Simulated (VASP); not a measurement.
# RbCu2Os (P-6m2) in VASP: single point with PBE

Aim: the single point of RbCu2Os with PBE.

Everything below comes from runs of VASP 6.6.1. Logs are shortened: lines on timing, memory, paths and dates and some standing lists are left out, and cuts for length are marked.

### Step 1. The cell of the first run

Symmetry: P-6m2, No. 187, hexagonal system. Conventional cell: a = 2.842 Å, b = 2.842 Å, c = 10.197 Å, α = 90.00°, β = 90.00°, γ = 120.00°. Within 3.7 Å of Rb (site symmetry -6m2) lie 6 Rb at 2.84 Å and 6 Cu at 3.47 Å. Within 3.5 Å of Cu (site symmetry 3m) lie 3 Os at 2.62 Å and 6 Cu at 2.84 Å and 3 Rb at 3.47 Å. Within 3.5 Å of Os (site symmetry -6m2) lie 6 Cu at 2.62 Å and 6 Os at 2.84 Å.

### Step 2. Single point, PBE

INCAR

```
  PREC = Accurate
  ENCUT = 520
  EDIFF = 1E-6
  ISMEAR = 0
  SIGMA = 0.1
  LREAL = F
  LASPH = T
  NELM = 60
  ALGO = Fast
  ISIF = 2
  LWAVE = F
  LCHARG = T
  GGA = PE
  LELF = T
  LVHAR = T
  NBANDS = 28
```

KPOINTS

```
regular mesh
0
Gamma
  6 6 2
```

POSCAR

```
RbCu2Os
1.0
    2.8415773781      0.0000000000      0.0000000000
   -1.4207886891      2.4608781963      0.0000000000
    0.0000000000      0.0000000000     10.1970769470
Rb Cu Os
1 2 1
Direct
    0.3333333333      0.6666666667      0.0000000000
    0.0000000000      0.0000000000      0.7006017376
    0.0000000000      0.0000000000      0.2993982624
    0.6666666667      0.3333333333      0.5000000000
```

Potentials or basis: VASP PAW PBE potentials, release 64 (Rb_sv, Cu, Os).

The run is started by

```console
$ cat potpaw_PBE.64/Rb_sv/POTCAR potpaw_PBE.64/Cu/POTCAR potpaw_PBE.64/Os/POTCAR > POTCAR
$ mpirun -np 1 vasp_std > vasp.out
```

OUTCAR:

```text
PREC = Accurate
   ENCUT = 520
   EDIFF = 1E-6
   ISMEAR = 0
   LREAL = F
   LASPH = T
   NELM = 60
   ISIF = 2
   GGA = PE

 ion  position               nearest neighbor table
   1  0.333  0.667  0.000-   2 3.47   3 3.47   2 3.47   3 3.47   2 3.47   3 3.47
   2  0.000  0.000  0.701-   4 2.62   4 2.62   4 2.62   1 3.47   1 3.47   1 3.47
   3  0.000  0.000  0.299-   4 2.62   4 2.62   4 2.62   1 3.47   1 3.47   1 3.47
   4  0.667  0.333  0.500-   2 2.62   3 2.62   2 2.62   3 2.62   2 2.62   3 2.62

  LATTYP: Found a hexagonal cell.
 ALAT       =     2.8415773781
 C/A-ratio  =     3.5885269307

  Lattice vectors:

 A1 = (   2.8415773781,   0.0000000000,   0.0000000000)
 A2 = (  -1.4207886891,   2.4608781963,   0.0000000000)
 A3 = (   0.0000000000,   0.0000000000,  10.1970769470)

Analysis of symmetry for initial positions (statically):
=====================================================================
 Subroutine PRICEL returns:
 Original cell was already a primitive cell.

 Routine SETGRP: Setting up the symmetry group for a
 hexagonal supercell.

 Subroutine GETGRP returns: Found 12 space group operations
 (whereof 12 operations were pure point group operations)
 out of a pool of 24 trial point group operations.

The static configuration has the point symmetry D_3h.

Analysis of symmetry for dynamics (positions and initial velocities):
=====================================================================
 Subroutine PRICEL returns:
 Original cell was already a primitive cell.

 Routine SETGRP: Setting up the symmetry group for a
 hexagonal supercell.

 Subroutine GETGRP returns: Found 12 space group operations
 (whereof 12 operations were pure point group operations)
 out of a pool of 24 trial point group operations.

The dynamic configuration has the point symmetry D_3h.

 Subroutine INISYM returns: Found 12 space group operations
 (whereof 12 operations are pure point group operations),
 and found     1 'primitive' translations

----------------------------------------------------------------------------------------

                                     Primitive cell

  volume of cell :      71.3059

  direct lattice vectors                    reciprocal lattice vectors
     2.841577378  0.000000000  0.000000000     0.351917216  0.203179499  0.000000000
    -1.420788689  2.460878196  0.000000000     0.000000000  0.406358999  0.000000000
     0.000000000  0.000000000 10.197076947     0.000000000  0.000000000  0.098067319

  length of vectors
     2.841577378  2.841577378 10.197076947     0.406358999  0.406358999  0.098067319

  position of ions in fractional coordinates (direct lattice)
     0.333333333  0.666666667  0.000000000
     0.000000000  0.000000000  0.700601738
     0.000000000  0.000000000  0.299398262
     0.666666667  0.333333333  0.500000000

  ion indices of the primitive-cell ions
   primitive index   ion index
                 1           1
                 2           2
                 3           3
                 4           4

----------------------------------------------------------------------------------------

 KPOINTS: regular mesh

Automatic generation of k-mesh.
 Grid dimensions read from file:
 generate k-points for:    6    6    2

 Generating k-lattice:

  Cartesian coordinates                     Fractional coordinates (reciprocal lattice)
     0.058652869  0.033863250  0.000000000     0.166666667 -0.000000000  0.000000000
     0.000000000  0.067726500  0.000000000     0.000000000  0.166666667  0.000000000
     0.000000000  0.000000000  0.049033660     0.000000000  0.000000000  0.500000000

  Length of vectors
     0.067726500  0.067726500  0.049033660

  Shift w.r.t. Gamma in fractional coordinates (k-lattice)
     0.000000000  0.000000000  0.000000000

 Subroutine IBZKPT returns following result:
 ===========================================

 Found     14 irreducible k-points:

 Following reciprocal coordinates:
            Coordinates               Weight
  0.000000  0.000000  0.000000      1.000000
  0.166667 -0.000000  0.000000      6.000000
  0.333333 -0.000000  0.000000      6.000000
  0.500000 -0.000000  0.000000      3.000000
  0.166667  0.166667  0.000000      6.000000
  0.333333  0.166667  0.000000     12.000000
  0.333333  0.333333  0.000000      2.000000
  0.000000  0.000000  0.500000      1.000000
  0.166667 -0.000000  0.500000      6.000000
  0.333333 -0.000000  0.500000      6.000000
  0.500000 -0.000000  0.500000      3.000000
  0.166667  0.166667  0.500000      6.000000
  0.333333  0.166667  0.500000     12.000000
  0.333333  0.333333  0.500000      2.000000
   k-points           NKPTS =     14   k-points in BZ     NKDIM =     14   number of bands    NBANDS=     28
   number of dos      NEDOS =    301   number of ions     NIONS =      4
   total plane-waves  NPLWV =  46080
   dimension x,y,z NGX =    24 NGY =   24 NGZ =   80
   dimension x,y,z NGXF=    48 NGYF=   48 NGZF=  160
   ions per type =               1   2   1
   NGX,Y,Z   is equivalent  to a cutoff of  14.04, 14.04, 13.04 a.u.
   NGXF,Y,Z  is equivalent  to a cutoff of  28.08, 28.08, 26.09 a.u.
 SYSTEM =  unknown system
   PREC   = accura    normal or accurate (medium, high low for compatibility)
   ISTART =      0    job   : 0-new  1-cont  2-samecut
   ICHARG =      2    charge: 1-file 2-atom 10-const
   ISPIN  =      1    spin polarized calculation?
   LNONCOLLINEAR =      F non collinear calculations
   LSORBIT =      F    spin-orbit coupling
   LASPH  =      T    aspherical Exc in radial PAW
   ENCUT  =  520.0 eV  38.22 Ry    6.18 a.u.   5.28  5.28 18.96*2*pi/ulx,y,z
   NELM   =     60;   NELMIN=  2; NELMDL= -5     # of ELM steps
   EDIFF  = 0.1E-05   stopping-criterion for ELM
   LREAL  =      F    real-space projection
   EDIFFG = 0.1E-04   stopping-criterion for IOM
   NSW    =      0    number of steps for IOM
   IBRION =     -1    ionic relax: 0-MD 1-quasi-New 2-CG
   NFREE  =      0    steps in history (QN), initial steepest desc. (CG)
   ISIF   =      2    stress and relaxation
   ISYM   =      2    0-nonsym 1-usesym 2-fastsym
   POTIM  = 0.5000    time-step for ionic-motion
   TEBEG  =    0.0;   TEEND  =   0.0 temperature during run
   PSTRESS=    0.0 pullay stress
   NELECT =      39.0000    total number of electrons
   NUPDOWN=      -1.0000    fix difference up-down
   EMIN   =  10.00;   EMAX   =-10.00  energy-range for DOS
   EFERMI =   0.00;   METHOD = LEGACY
   ISMEAR =     0;   SIGMA  =   0.10  broadening in eV -4-tet -1-fermi 0-gaus
   EFERMI_NEDOS =   21; number of points for ismear=-14 and -15
   IALGO  =     68    algorithm
   IMIX   =      4    mixing-type and parameters
     AMIX     =   0.40;   BMIX     =  1.00
     AMIX_MAG =   1.60;   BMIX_MAG =  1.00
  volume/ion in A,a.u.               =      17.83       120.30
  Fermi-wavevector in a.u.,A,eV,Ry     =   1.338817  2.529998 24.387509  1.792431
  Thomas-Fermi vector in A             =   2.467258
   LORBIT       =      0    0 simple, 1 ext, 2 COOP (PROOUT), +10 PAW based schemes
   GGA     = PE    functional components
   LHFCALC =     F    Hartree Fock is set to
   AEXX    =    0.0000 exact exchange contribution
   IVDW    =     0    specifies the selected vdW correction
   LEPSILON=     F    determine dielectric tensor
   LRPA    =     F    only Hartree local field effects (RPA)
 non-spin polarized calculation
 RMM-DIIS sequential band-by-band and
 Gauss-broadening in eV      SIGMA  =   0.10
  energy-cutoff  :      520.00
  volume of cell :       71.31
 maximum number of plane-waves:      1934
 NGX is ok and might be reduce to    24
   NGX = 11   NGY = 11   NGZ = 37

 number of electron      38.9999992 magnetization

 Free energy of the ion-electron system (eV)
  ---------------------------------------------------
  ext. energy  EPLUGINS =         0.00000000
  ---------------------------------------------------
  free energy    TOTEN  =       -15.69409871 eV

  energy without entropy =      -15.66782942  energy(sigma->0) =      -15.68096407

 E-fermi :   5.6475     XC(G=0): -11.2090

 val. band max:        5.6292931148   @ k =   0.5000  -0.0000   0.5000
 cond. band min:       5.6778603233   @ k =   0.1667   0.1667   0.0000
 fundamental gap:      0.0485672084
 Fermi energy:         5.6475118272

 k-point     1 :       0.0000    0.0000    0.0000
  band No.  band energies     occupation
      1     -25.2738      2.00000
      2      -8.9665      2.00000
      3      -5.7388      2.00000
      4      -5.7388      2.00000
      5      -2.9951      2.00000
      6      -0.0229      2.00000
[... 20 lines left out ...]
     27      11.6833      0.00000
     28      15.2301      0.00000

 k-point     2 :       0.1667   -0.0000    0.0000
  band No.  band energies     occupation
      1     -24.9523      2.00000
      2      -8.6455      2.00000
      3      -7.4672      2.00000
      4      -6.1219      2.00000
      5      -2.1250      2.00000
      6       0.4252      2.00000
[... 20 lines left out ...]
     27      12.6002      0.00000
     28      12.7128      0.00000

 k-point     3 :       0.3333   -0.0000    0.0000
  band No.  band energies     occupation
      1     -24.2132      2.00000
      2     -10.2343      2.00000
      3      -7.9127      2.00000
      4      -6.7921      2.00000
      5      -0.4101      2.00000
      6       0.7224      2.00000
[... 20 lines left out ...]
     27      13.0098      0.00000
     28      14.6090      0.00000

 k-point     4 :       0.5000   -0.0000    0.0000
  band No.  band energies     occupation
      1     -23.7762      2.00000
      2     -11.4785      2.00000
      3      -7.4840      2.00000
      4      -7.0903      2.00000
      5      -0.0981      2.00000
      6       0.5024      2.00000
[... 268 lines left out ...]
     27      12.7646      0.00000
     28      15.1563      0.00000

 k-point    13 :       0.3333    0.1667    0.5000
  band No.  band energies     occupation
      1     -23.7875      2.00000
      2     -10.8731      2.00000
      3      -8.1702      2.00000
      4      -7.4966      2.00000
      5       0.5954      2.00000
      6       0.8207      2.00000
[... 20 lines left out ...]
     27      11.6855      0.00000
     28      11.9922      0.00000

 k-point    14 :       0.3333    0.3333    0.5000
  band No.  band energies     occupation
      1     -23.5625      2.00000
      2     -10.1088      2.00000
      3     -10.0975      2.00000
      4      -7.2799      2.00000
      5       1.2783      2.00000
      6       1.5692      2.00000
[... 20 lines left out ...]
     27      10.6622      0.00000
     28      11.7955      0.00000

------------------------ aborting loop because EDIFF is reached ----------------------------------------

  FORCE on cell =-STRESS in cart. coord.  units (eV):
  Direction    XX          YY          ZZ          XY          YZ          ZX
  --------------------------------------------------------------------------------------
  -------------------------------------------------------------------------------------
  Total        0.2494952      0.2494952      0.0490628     -0.0000000     -0.0000000      0.0000000
  in kB        5.6059274      5.6059274      1.1023965     -0.0000000     -0.0000000      0.0000000
  external PRESSURE =       4.1047504 kB  Pullay stress =       0.0000000 kB

 VOLUME and BASIS-vectors are now :
 -----------------------------------------------------------------------------
  energy-cutoff  :      520.00
  volume of cell :       71.31
      direct lattice vectors                 reciprocal lattice vectors
     2.841577378  0.000000000  0.000000000     0.351917216  0.203179499  0.000000000
    -1.420788689  2.460878196  0.000000000     0.000000000  0.406358999  0.000000000
     0.000000000  0.000000000 10.197076947     0.000000000  0.000000000  0.098067319

 POSITION                                       TOTAL-FORCE (eV/Angst)
 -----------------------------------------------------------------------------------
     -0.00000      1.64059      0.00000        -0.000000      0.000000     -0.000000
      0.00000      0.00000      7.14409         0.000000     -0.000000     -0.000677
      0.00000      0.00000      3.05299        -0.000000     -0.000000      0.000677
      1.42079      0.82029      5.09854         0.000000     -0.000000     -0.000000
 -----------------------------------------------------------------------------------
    total drift:                                0.000000     -0.000000      0.000000

  FREE ENERGIE OF THE ION-ELECTRON SYSTEM (eV)
  ---------------------------------------------------
  free  energy   TOTEN  =       -15.6940987133 eV

  energy  without entropy=      -15.6678294204  energy(sigma->0) =      -15.68096407
```

Run time: 2.4 min. Hardware: 1 thread of AMD EPYC 7R13, shared host; peak memory 0.19 GiB.

Results:

```
Free energy : -15.6941 eV
Pressure    : 0.4 GPa
```

Stress tensor (GPa, compression positive):
```
0.56 0.00 0.00
0.00 0.56 0.00
0.00 0.00 0.11
```

Caveat: the k points lie up to 0.43 Å⁻¹ apart; spin-orbit coupling is left out, which moves the levels of the heavy elements.
